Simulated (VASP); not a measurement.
Input of a VASP 6.6.1 run:

Contents of INCAR:

```
PREC = Accurate
ENCUT = 600
EDIFF = 1E-7
ISMEAR = 0
SIGMA = 0.1
LREAL = False
LASPH = True
NELM = 60
ALGO = Normal
ISIF = 3
LWAVE = False
LCHARG = False
GGA = PE
IBRION = 2
NSW = 100
EDIFFG = -0.01
```

The input KPOINTS:

```
regular mesh
0
Gamma
  18 18 14
```

Contents of POSCAR:

```
ScBr
1.0
    3.4984920650      0.0000000000      0.0000000000
   -1.7492460325      3.0297830032      0.0000000000
    0.0000000000      0.0000000000      4.0188734050
Sc Br
1 1
Direct
    0.6666666667      0.3333333333      0.0000000000
    0.0000000000      0.0000000000      0.5000000000
```

Potentials or basis: VASP PAW PBE potentials, release 64 (Sc_sv, Br).

Command:

```sh
$ cat potpaw_PBE.64/Sc_sv/POTCAR potpaw_PBE.64/Br/POTCAR > POTCAR
$ mpirun -np 1 vasp_std > vasp.out
```

Problem. Estimate the relaxed cell.

Solution. a = 3.501 Å, b = 3.501 Å, c = 4.026 Å, α = 90.00°, β = 90.00°, γ = 120.00°.

Problem. Predict the space group after relaxing (to 0.1 Å).

Solution. P-6m2 (No. 187).

Problem. What does it give for the relaxed volume?

Solution. 21.36 Å³/atom.

Final structure:
```xyz
2
Lattice="3.5007 0.0000 0.0000 -1.7503 3.0317 0.0000 0.0000 0.0000 4.0257" Properties=species:S:1:pos:R:3 pbc="T T T"
Sc    1.7503    1.0106    0.0000
Br    0.0000    0.0000    2.0128
```
